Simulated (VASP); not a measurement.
# SrCl2 (R3m) in VASP: settings compared

The runs below take SrCl2 through single point, with r2SCAN+rVV10, PBE, LDA, PBE+D3(BJ).

Everything below comes from runs of VASP 6.6.1. Logs are shortened: lines on timing, memory, paths and dates and some standing lists are left out, and cuts for length are marked.

### 1 The cell of the first run

It takes space group R3m (No. 160, trigonal). The conventional cell has a = 4.171 Å, b = 4.171 Å, c = 18.405 Å, α = 90.00°, β = 90.00°, γ = 120.00°. Sr (site symmetry 3m) has 6 Cl at 2.92 Å within 3.8 Å. Within 3.8 Å of Cl (site symmetry 3m) lie 3 Sr at 2.92 Å and 4 Cl at 3.30 to 3.72 Å. Cl (site symmetry 3m) has 3 Sr at 2.92 Å and 4 Cl at 3.30 to 3.72 Å within 3.8 Å.

### 2 Single point, r2SCAN+rVV10

File POSCAR:

```
SrCl2
1.0
    2.0857437515      1.2042047164      6.1350485037
   -2.0857437515      1.2042047164      6.1350485037
    0.0000000000     -2.4084094327      6.1350485037
Sr Cl
1 2
Direct
    0.0002014278      0.0002014278      0.0002014278
    0.4227725643      0.4227725643      0.4227725643
    0.2436926746      0.2436926746      0.2436926746
```

File INCAR.step1:

```
SYSTEM = SrCl2
  PREC = Accurate
  ENCUT = 520
  ISMEAR = -1
  SIGMA = 0.02
  LREAL = .FALSE.
  LASPH = .TRUE.
  NELM = 60
  NBANDS = 19
  GGA = PE
  ALGO = Normal
  EDIFF = 1E-4
  LWAVE = .TRUE.
  LCHARG = .FALSE.
```

File INCAR.step2:

```
SYSTEM = SrCl2
  PREC = Accurate
  ENCUT = 520
  EDIFF = 1E-7
  ISMEAR = -1
  SIGMA = 0.02
  LREAL = .FALSE.
  LASPH = .TRUE.
  NELM = 60
  ALGO = Normal
  ISIF = 2
  LWAVE = .FALSE.
  LCHARG = .FALSE.
  METAGGA = R2SCAN
  LMIXTAU = .TRUE.
  LUSE_VDW = .TRUE.
  IVDW_NL = 2
  BPARAM = 11.95
  CPARAM = 0.0093
  NBANDS = 19
  ISTART = 1
```

File KPOINTS:

```
regular mesh
0
G
  6 6 6
  0 0 0
```

Potentials or basis: VASP PAW PBE potentials, release 64 (Sr_sv, Cl).

Launch:

```
$ cat potpaw_PBE.64/Sr_sv/POTCAR potpaw_PBE.64/Cl/POTCAR > POTCAR
$ cp INCAR.step1 INCAR
$ mpirun -np 1 vasp_std > vasp.out
$ cp INCAR.step2 INCAR
$ mpirun -np 1 vasp_std > vasp.out
```

OUTCAR:

```text
SYSTEM = SrCl2
   PREC = Accurate
   ENCUT = 520
   EDIFF = 1E-7
   ISMEAR = -1
   LREAL = .FALSE.
   LASPH = .TRUE.
   NELM = 60
   ISIF = 2
   METAGGA = R2SCAN
   IVDW_NL = 2
   BPARAM = 11.95
   ISTART = 1

 ion  position               nearest neighbor table
   1  0.000  0.000  0.000-   2 2.92   2 2.92   2 2.92   3 2.92   3 2.92   3 2.92
   2  0.423  0.423  0.423-   1 2.92   1 2.92   1 2.92
   3  0.244  0.244  0.244-   1 2.92   1 2.92   1 2.92

  LATTYP: Found a trigonal (rhomboedric) cell.
 ALAT       =     6.5908463902
 COS(alpha) =     0.7997052720

  Lattice vectors:

 A1 = (   2.0857437515,   1.2042047164,   6.1350485037)
 A2 = (  -2.0857437515,   1.2042047164,   6.1350485037)
 A3 = (   0.0000000000,  -2.4084094327,   6.1350485037)

Analysis of symmetry for initial positions (statically):
=====================================================================
 Subroutine PRICEL returns:
 Original cell was already a primitive cell.

 Routine SETGRP: Setting up the symmetry group for a
 trigonal (rhombohedral) supercell.

 Subroutine GETGRP returns: Found  6 space group operations
 (whereof  6 operations were pure point group operations)
 out of a pool of 12 trial point group operations.

The static configuration has the point symmetry C_3v.

Analysis of symmetry for dynamics (positions and initial velocities):
=====================================================================
 Subroutine PRICEL returns:
 Original cell was already a primitive cell.

 Routine SETGRP: Setting up the symmetry group for a
 trigonal (rhombohedral) supercell.

 Subroutine GETGRP returns: Found  6 space group operations
 (whereof  6 operations were pure point group operations)
 out of a pool of 12 trial point group operations.

The dynamic configuration has the point symmetry C_3v.

 Subroutine INISYM returns: Found  6 space group operations
 (whereof  6 operations are pure point group operations),
 and found     1 'primitive' translations

----------------------------------------------------------------------------------------

                                     Primitive cell

  volume of cell :      92.4550

  direct lattice vectors                    reciprocal lattice vectors
     2.085743751  1.204204716  6.135048504     0.239722641  0.138403931  0.054332632
    -2.085743751  1.204204716  6.135048504    -0.239722641  0.138403931  0.054332632
     0.000000000 -2.408409433  6.135048504     0.000000000 -0.276807862  0.054332632

  length of vectors
     6.590846390  6.590846390  6.590846390     0.282089751  0.282089751  0.282089751

  position of ions in fractional coordinates (direct lattice)
     0.000201428  0.000201428  0.000201428
     0.422772564  0.422772564  0.422772564
     0.243692675  0.243692675  0.243692675

  ion indices of the primitive-cell ions
   primitive index   ion index
                 1           1
                 2           2
                 3           3

----------------------------------------------------------------------------------------

 KPOINTS: regular mesh

Automatic generation of k-mesh.
 Grid dimensions read from file:
 generate k-points for:    6    6    6

 Generating k-lattice:

  Cartesian coordinates                     Fractional coordinates (reciprocal lattice)
     0.039953773  0.023067322  0.009055439     0.166666667 -0.000000000  0.000000000
    -0.039953773  0.023067322  0.009055439    -0.000000000  0.166666667  0.000000000
     0.000000000 -0.046134644  0.009055439     0.000000000  0.000000000  0.166666667

  Length of vectors
     0.047014958  0.047014958  0.047014958

  Shift w.r.t. Gamma in fractional coordinates (k-lattice)
     0.000000000  0.000000000  0.000000000

 Subroutine IBZKPT returns following result:
 ===========================================

 Found     32 irreducible k-points:

 Following reciprocal coordinates:
            Coordinates               Weight
  0.000000  0.000000  0.000000      1.000000
  0.166667  0.000000  0.000000      6.000000
  0.333333 -0.000000  0.000000      6.000000
  0.500000  0.000000  0.000000      3.000000
  0.166667  0.166667  0.000000      6.000000
  0.333333  0.166667  0.000000     12.000000
[... 16 lines left out ...]
  0.500000  0.500000  0.166667      6.000000
 -0.333333  0.500000  0.166667     12.000000
 [... further k-points ...]
   k-points           NKPTS =     32   k-points in BZ     NKDIM =     32   number of bands    NBANDS=     19
   number of dos      NEDOS =    301   number of ions     NIONS =      3
   total plane-waves  NPLWV = 125000
   dimension x,y,z NGX =    50 NGY =   50 NGZ =   50
   dimension x,y,z NGXF=   100 NGYF=  100 NGZF=  100
   ions per type =               1   2
   NGX,Y,Z   is equivalent  to a cutoff of  12.61, 12.61, 12.61 a.u.
   NGXF,Y,Z  is equivalent  to a cutoff of  25.22, 25.22, 25.22 a.u.
 SYSTEM =  SrCl2
   PREC   = accura    normal or accurate (medium, high low for compatibility)
   ISTART =      1    job   : 0-new  1-cont  2-samecut
   ICHARG =      0    charge: 1-file 2-atom 10-const
   ISPIN  =      1    spin polarized calculation?
   LNONCOLLINEAR =      F non collinear calculations
   LSORBIT =      F    spin-orbit coupling
   LASPH  =      T    aspherical Exc in radial PAW
   ENCUT  =  520.0 eV  38.22 Ry    6.18 a.u.  12.25 12.25 12.25*2*pi/ulx,y,z
   NELM   =     60;   NELMIN=  2; NELMDL=  0     # of ELM steps
   EDIFF  = 0.1E-06   stopping-criterion for ELM
   LREAL  =      F    real-space projection
   EDIFFG = 0.1E-05   stopping-criterion for IOM
   NSW    =      0    number of steps for IOM
   IBRION =     -1    ionic relax: 0-MD 1-quasi-New 2-CG
   NFREE  =      0    steps in history (QN), initial steepest desc. (CG)
   ISIF   =      2    stress and relaxation
   ISYM   =      2    0-nonsym 1-usesym 2-fastsym
   POTIM  = 0.5000    time-step for ionic-motion
   TEBEG  =    0.0;   TEEND  =   0.0 temperature during run
   PSTRESS=    0.0 pullay stress
   NELECT =      24.0000    total number of electrons
   NUPDOWN=      -1.0000    fix difference up-down
   EMIN   =  10.00;   EMAX   =-10.00  energy-range for DOS
   EFERMI =   0.00;   METHOD = LEGACY
   ISMEAR =    -1;   SIGMA  =   0.02  broadening in eV -4-tet -1-fermi 0-gaus
   EFERMI_NEDOS =   21; number of points for ismear=-14 and -15
   IALGO  =     38    algorithm
   IMIX   =      4    mixing-type and parameters
     AMIX     =   0.40;   BMIX     =  1.00
     AMIX_MAG =   1.60;   BMIX_MAG =  1.00
  volume/ion in A,a.u.               =      30.82       207.97
  Fermi-wavevector in a.u.,A,eV,Ry     =   1.044324  1.973485 14.838673  1.090612
  Thomas-Fermi vector in A             =   2.179071
   LORBIT       =      0    0 simple, 1 ext, 2 COOP (PROOUT), +10 PAW based schemes
   METAGGA = R2SCAN    functional components
   LHFCALC =     F    Hartree Fock is set to
   AEXX    =    0.0000 exact exchange contribution
   IVDW_NL    =     2    kernel type
   BPARAM     =11.9500
   IVDW    =     0    specifies the selected vdW correction
   LEPSILON=     F    determine dielectric tensor
   LRPA    =     F    only Hartree local field effects (RPA)
 non-spin polarized calculation
  energy-cutoff  :      520.00
  volume of cell :       92.46
 maximum number of plane-waves:      2531
 NGX is ok and might be reduce to    50
   NGX = 25   NGY = 25   NGZ = 25

 number of electron      23.9999999 magnetization

 Free energy of the ion-electron system (eV)
  ---------------------------------------------------
  ext. energy  EPLUGINS =         0.00000000
  ---------------------------------------------------
  free energy    TOTEN  =       -34.28514393 eV

  energy without entropy =      -34.28514393  energy(sigma->0) =      -34.28514393

 E-fermi :  -0.2164     XC(G=0):  -8.4138

 val. band max:       -0.5918454897   @ k =   0.0000   0.0000   0.0000
 cond. band min:       4.1742242594   @ k =   0.0000   0.0000   0.0000
 fundamental gap:      4.7660697490
 Fermi energy:        -0.2164343244

 k-point     1 :       0.0000    0.0000    0.0000
  band No.  band energies     occupation
      1     -34.9700      2.00000
      2     -16.5995      2.00000
      3     -16.3295      2.00000
      4     -16.3295      2.00000
      5     -14.5163      2.00000
      6     -13.6400      2.00000
[... 11 lines left out ...]
     18       7.0266      0.00000
     19       7.8742      0.00000

 k-point     2 :       0.1667    0.0000    0.0000
  band No.  band energies     occupation
      1     -34.9658      2.00000
      2     -16.5425      2.00000
      3     -16.4752      2.00000
      4     -16.3442      2.00000
      5     -14.3546      2.00000
      6     -13.7199      2.00000
[... 11 lines left out ...]
     18       7.3606      0.00000
     19       8.8910      0.00000

 k-point     3 :       0.3333   -0.0000    0.0000
  band No.  band energies     occupation
      1     -34.9576      2.00000
      2     -16.7166      2.00000
      3     -16.4179      2.00000
      4     -16.3735      2.00000
      5     -14.0798      2.00000
      6     -13.8884      2.00000
[... 11 lines left out ...]
     18       8.0075      0.00000
     19       9.4044      0.00000

 k-point     4 :       0.5000    0.0000    0.0000
  band No.  band energies     occupation
      1     -34.9534      2.00000
      2     -16.8209      2.00000
      3     -16.3880      2.00000
      4     -16.3494      2.00000
      5     -13.9849      2.00000
      6     -13.9513      2.00000
[... 407 lines left out ...]
     18       8.9733      0.00000
     19       9.3213      0.00000

 k-point    23 :       0.5000    0.5000    0.1667
  band No.  band energies     occupation
      1     -34.9576      2.00000
      2     -16.7109      2.00000
      3     -16.4256      2.00000
      4     -16.3737      2.00000
      5     -14.0134      2.00000
      6     -13.9581      2.00000
[... 11 lines left out ...]
     18       8.2038      0.00000
     19       9.4094      0.00000

 k-point    24 :      -0.3333    0.5000    0.1667
  band No.  band energies     occupation
      1     -34.9534      2.00000
      2     -16.7832      2.00000
      3     -16.4287      2.00000
      4     -16.3534      2.00000
      5     -14.0470      2.00000
      6     -13.8855      2.00000
[... 11 lines left out ...]
     18       8.6672      0.00000
     19       9.8600      0.00000

 [... further k-points ...]

------------------------ aborting loop because EDIFF is reached ----------------------------------------

  FORCE on cell =-STRESS in cart. coord.  units (eV):
  Direction    XX          YY          ZZ          XY          YZ          ZX
  --------------------------------------------------------------------------------------
  -------------------------------------------------------------------------------------
  Total        0.0612845      0.0612845      0.0444212     -0.0000000      0.0000000      0.0000000
  in kB        1.0620144      1.0620144      0.7697871     -0.0000000      0.0000000      0.0000000
  external PRESSURE =       0.9646053 kB  Pullay stress =       0.0000000 kB

 VOLUME and BASIS-vectors are now :
 -----------------------------------------------------------------------------
  energy-cutoff  :      520.00
  volume of cell :       92.46
      direct lattice vectors                 reciprocal lattice vectors
     2.085743751  1.204204716  6.135048504     0.239722641  0.138403931  0.054332632
    -2.085743751  1.204204716  6.135048504    -0.239722641  0.138403931  0.054332632
     0.000000000 -2.408409433  6.135048504     0.000000000 -0.276807862  0.054332632

 POSITION                                       TOTAL-FORCE (eV/Angst)
 -----------------------------------------------------------------------------------
      0.00000      0.00000      0.00371         0.000000     -0.000000     -0.000561
      0.00000      0.00000      7.78119         0.000000      0.000000      0.026391
      0.00000      0.00000      4.48520         0.000000     -0.000000     -0.025830
 -----------------------------------------------------------------------------------
    total drift:                               -0.000000      0.000000     -0.000752

  FREE ENERGIE OF THE ION-ELECTRON SYSTEM (eV)
  ---------------------------------------------------
  free  energy   TOTEN  =       -34.2851439253 eV

  energy  without entropy=      -34.2851439253  energy(sigma->0) =      -34.28514393
```

Wall time 13 min (1 thread of Intel Xeon Platinum 8375C at 2.90GHz (Ice Lake), shared host); peak memory 0.86 GiB.

Results:

```
Free energy            : -34.2851 eV
Pressure               : 0.1 GPa
Largest force          : 0.026 eV/Å
Band gap on the k mesh : 4.77 eV
```

Forces in eV/Å, atoms in the order of the input:
```
Sr   0.000  0.000 -0.001
Cl   0.000  0.000  0.026
Cl   0.000  0.000 -0.026
```

Caveat: the PAW data sets were made with another functional, which shifts forces and pressure a little. A k mesh can miss the band edges.

### 3 Single point, PBE

File INCAR:

```
PREC     = Accurate       # precision mode
ENCUT    = 520            # plane-wave cutoff, eV
EDIFF    = 1E-6           # SCF threshold, eV
ISMEAR   = -1             # smearing method
SIGMA    = 0.02           # smearing width, eV
LREAL    = F              # projectors in reciprocal space
LASPH    = T              # aspherical terms in the spheres
NELM     = 80             # most SCF steps
ALGO     = Normal         # electronic algorithm
ISIF     = 2              # what is computed and relaxed
LWAVE    = F              # write WAVECAR
LCHARG   = F              # write CHGCAR
GGA      = PE             # functional
NBANDS   = 19             # bands
```

File KPOINTS:

```
Automatic mesh
0
Gamma
  8 8 8
```

POSCAR is that of step 2.

Potentials or basis: VASP PAW PBE potentials, release 64 (Sr_sv, Cl).

Launch:

```
$ cat potpaw_PBE.64/Sr_sv/POTCAR potpaw_PBE.64/Cl/POTCAR > POTCAR
$ mpirun -np 1 vasp_std > vasp.out
```

Wall time 3.6 min (1 thread of Intel Xeon Platinum 8375C at 2.90GHz (Ice Lake), shared host); peak memory 0.4 GiB.

It converged, with:

```
Free energy            : -12.1650 eV
Pressure               : 1.3 GPa
Largest force          : 0.004 eV/Å
Band gap on the k mesh : 4.35 eV
```

Forces in eV/Å, atoms in the order of the input:
```
Sr   0.000  0.000 -0.004
Cl   0.000  0.000  0.000
Cl   0.000  0.000  0.004
```

Levels at points of the mesh, in eV from the valence-band top:
```csv
k point,band 8,band 9,band 10,band 11,band 12,band 13,band 14,band 15,band 16,band 17
"(0.00, 0.00, 0.00)",-1.20,-1.20,-1.08,-1.08,0.00,4.35,6.23,6.48,6.48,6.99
"(0.50, 0.00, 0.00)",-2.05,-1.48,-1.41,-1.01,-0.35,4.59,6.84,7.49,8.07,8.13
"(0.50, 0.50, 0.00)",-1.94,-1.46,-1.29,-1.21,-0.65,4.50,6.82,7.49,7.98,8.29
"(0.50, 0.50, 0.50)",-1.33,-1.33,-1.04,-0.93,-0.93,5.15,5.87,6.35,6.35,7.03
```

### 4 Single point, LDA

File INCAR:

```
SYSTEM = SrCl2
PREC = Accurate
ENCUT = 520
EDIFF = 1E-6
ISMEAR = 0
SIGMA = 0.01
LREAL = .False.
LASPH = .True.
NELM = 100
ALGO = Normal
ISIF = 2
LWAVE = .False.
LCHARG = .True.
GGA = CA
LELF = .True.
LVHAR = .True.
NBANDS = 19
```

File KPOINTS:

```
regular mesh
0
Gamma
  8 8 8
  0 0 0
```

POSCAR is that of step 3.

Potentials or basis: VASP PAW LDA potentials, release 64 (Sr_sv, Cl).

Launch:

```
$ cat potpaw_LDA.64/Sr_sv/POTCAR potpaw_LDA.64/Cl/POTCAR > POTCAR
$ mpirun -np 1 vasp_std > vasp.out
```

Wall time 4.8 min (1 thread of Intel Xeon Platinum 8375C at 2.90GHz (Ice Lake), shared host); peak memory 0.33 GiB.

Results (log left out):

```
Free energy            : -13.3015 eV
Pressure               : -1.9 GPa
Largest force          : 0.235 eV/Å
Band gap on the k mesh : 3.93 eV
```

Forces on the atoms (eV/Å):
```
Sr   0.000  0.000  0.002
Cl   0.000  0.000 -0.235
Cl   0.000  0.000  0.233
```

Stress tensor (GPa, compression positive):
```
-1.82  0.00  0.00
 0.00 -1.82  0.00
 0.00  0.00 -2.04
```

Levels at points of the mesh, in eV from the valence-band top:
| k point | band 10 | band 11 | band 12 | band 13 | band 14 | band 15 |
| --- | --- | --- | --- | --- | --- | --- |
| (0.00, 0.00, 0.00) | -1.09 | -1.09 | 0.00 | 3.93 | 5.98 | 6.30 |
| (0.50, 0.00, 0.00) | -1.45 | -1.02 | -0.36 | 4.29 | 6.57 | 7.24 |
| (0.50, 0.50, 0.00) | -1.31 | -1.23 | -0.67 | 4.20 | 6.56 | 7.22 |
| (0.50, 0.50, 0.50) | -1.10 | -0.94 | -0.94 | 4.76 | 5.61 | 6.16 |

A k mesh can miss the band edges.

### 5 Single point, PBE+D3(BJ)

This run uses another cell than the first one, of 30.90 Å³/atom.

File INCAR:

```
PREC = Accurate ; ENCUT = 520
EDIFF = 1E-6 ; ISMEAR = -1
SIGMA = 0.02 ; LREAL = False
LASPH = True ; NELM = 60
ALGO = Normal ; ISIF = 2
LWAVE = False ; LCHARG = False
GGA = PE ; IVDW = 12
NBANDS = 19
```

File KPOINTS:

```
Automatic mesh
0
Gamma
  8 8 8
```

File POSCAR:

```
SrCl2
1.0
    2.0879424147      1.2054741152      6.1376814225
   -2.0879424147      1.2054741152      6.1376814225
    0.0000000000     -2.4109482304      6.1376814225
Sr Cl
1 2
Direct
    0.0001633084      0.0001633084      0.0001633084
    0.4226619845      0.4226619845      0.4226619845
    0.2438413738      0.2438413738      0.2438413738
```

Potentials or basis: VASP PAW PBE potentials, release 64 (Sr_sv, Cl).

Launch:

```
$ cat potpaw_PBE.64/Sr_sv/POTCAR potpaw_PBE.64/Cl/POTCAR > POTCAR
$ mpirun -np 1 vasp_std > vasp.out
```

It took 4.5 min on 1 thread of Intel Xeon Platinum 8375C at 2.90GHz (Ice Lake), shared host; peak memory 0.41 GiB.

It converged, with:

* Free energy: -12.7631 eV
* Pressure: 0.1 GPa
* Largest force: 0.024 eV/Å
* Band gap on the k mesh: 4.34 eV
* Dispersion energy per atom: -0.199 eV

Forces on the atoms (eV/Å):
```
Sr   0.000  0.000  0.000
Cl   0.000  0.000  0.024
Cl   0.000  0.000 -0.024
```

Levels at points of the mesh, in eV from the valence-band top:
| k point | band 10 | band 11 | band 12 | band 13 | band 14 | band 15 |
| --- | --- | --- | --- | --- | --- | --- |
| (0.00, 0.00, 0.00) | -1.08 | -1.08 | 0.00 | 4.34 | 6.23 | 6.48 |
| (0.50, 0.00, 0.00) | -1.42 | -1.02 | -0.35 | 4.60 | 6.83 | 7.48 |
| (0.50, 0.50, 0.00) | -1.29 | -1.21 | -0.64 | 4.50 | 6.82 | 7.47 |
| (0.50, 0.50, 0.50) | -1.03 | -0.93 | -0.93 | 5.14 | 5.88 | 6.35 |

### 6 Overview

```csv
level,potentials or basis,cell,k mesh,smearing,gap on the mesh (eV),pressure (GPa),largest force (eV/Å)
r2SCAN+rVV10,"VASP PAW PBE potentials, release 64 (Sr_sv, Cl)","a = 6.591 Å, angles 36.9°, 3 atoms, atomic positions A",6 × 6 × 6,fermi-dirac 0.02 eV,4.77,0.1,0.03
PBE,"VASP PAW PBE potentials, release 64 (Sr_sv, Cl)","a = 6.591 Å, angles 36.9°, 3 atoms, atomic positions A",8 × 8 × 8,fermi-dirac 0.02 eV,4.35,1.3,-
LDA,"VASP PAW LDA potentials, release 64 (Sr_sv, Cl)","a = 6.591 Å, angles 36.9°, 3 atoms, atomic positions A",8 × 8 × 8,gaussian 0.01 eV,3.93,-1.9,0.24
PBE+D3(BJ),"VASP PAW PBE potentials, release 64 (Sr_sv, Cl)","a = 6.594 Å, angles 36.9°, 3 atoms, atomic positions B",8 × 8 × 8,fermi-dirac 0.02 eV,4.34,0.1,0.02
```

Alike in all rows: task single point; no spin polarisation; cutoff (eV) 520.

Caveats: the PAW data sets were made with another functional, which shifts forces and pressure a little (at least some runs).

Absolute energies hang on the potentials; compare differences alone.
